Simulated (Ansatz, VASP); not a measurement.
CdH2O2: VASP beside Ansatz

INCAR

```
SYSTEM = CdH2O2
PREC     = Accurate       ! precision mode
ENCUT    = 600            ! plane-wave cutoff, eV
EDIFF    = 1E-6           ! SCF threshold, eV
ISMEAR   = 0              ! smearing method
SIGMA    = 0.01           ! smearing width, eV
LREAL    = .FALSE.        ! projectors in reciprocal space
LASPH    = .TRUE.         ! aspherical terms in the spheres
NELM     = 120            ! most SCF steps
ALGO     = Normal         ! electronic algorithm
ISIF     = 2              ! what is computed and relaxed
LWAVE    = .FALSE.        ! write WAVECAR
LCHARG   = .FALSE.        ! write CHGCAR
NBANDS   = 25             ! bands
GGA_COMPAT= .FALSE.
```

Contents of KPOINTS:

```
regular mesh
0
G
  6 6 4
  0 0 0
```

File POSCAR:

```
CdH2O2
1.0
    3.5155260000      0.0000000000      0.0000000000
   -1.7577630000      3.0445350000      0.0000000000
    0.0000000000      0.0000000000      4.6429790000
Cd H O
1 2 2
Direct
    0.0000000000      0.0000000000      0.0000000000
    0.6666666667      0.3333333333      0.5509610000
    0.3333333333      0.6666666667      0.4490390000
    0.6666666667      0.3333333333      0.7593720000
    0.3333333333      0.6666666667      0.2406280000
```

Input for Ansatz:

```yaml
crystal:
  lattice:
    - [3.515526, 0.0, 0.0]
    - [-1.757763, 3.044535, 0.0]
    - [0.0, 0.0, 4.642979]
  atoms:
    - { symbol: Cd, position: [0.0, 0.0, 0.0] }
    - { symbol: H, position: [0.6666666666666666, 0.3333333333333333, 0.550961] }
    - { symbol: H, position: [0.3333333333333333, 0.6666666666666666, 0.449039] }
    - { symbol: O, position: [0.6666666666666666, 0.3333333333333333, 0.759372] }
    - { symbol: O, position: [0.3333333333333333, 0.6666666666666666, 0.240628] }
kpoints:
  mp_grid:
    grid: [6, 6, 4]
hamiltonian:
  xc: lda
scf:
  occupations:
    method: fixed
output:
  forces: true
  stress: true
```

Alike in both runs: task single point; functional LDA; k mesh 6 × 6 × 4; no spin polarisation.

|  | VASP | Ansatz |
| --- | --- | --- |
| version | VASP 6.6.1 | Ansatz 0.2.0 |
| potentials or method | VASP PAW LDA potentials, release 64 (Cd_sv_GW, H, O) | plane waves, PAW |
| plane-wave cutoff (eV) | 600 | 420 |
| occupations | gaussian, width 0.01 eV | fixed |
| valence electrons in the cell | 34 | 34 |

Ansatz gave:

- pressure (GPa): -4.2
- traceless stress, the component that is largest in VASP (GPa): 2.89
- rms of the force components (eV/Å): 0.393

Task: What did VASP give for the same quantities?

Result: Pressure (GPa): -4.3; traceless stress, the component that is largest in VASP (GPa): 3.66; rms of the force components (eV/Å): 0.483.

LDA's correlation is that of Perdew and Zunger in VASP and of Perdew and Wang (1992) in Ansatz. Atom by atom the forces differ by 0.093 eV/Å (rms over components).
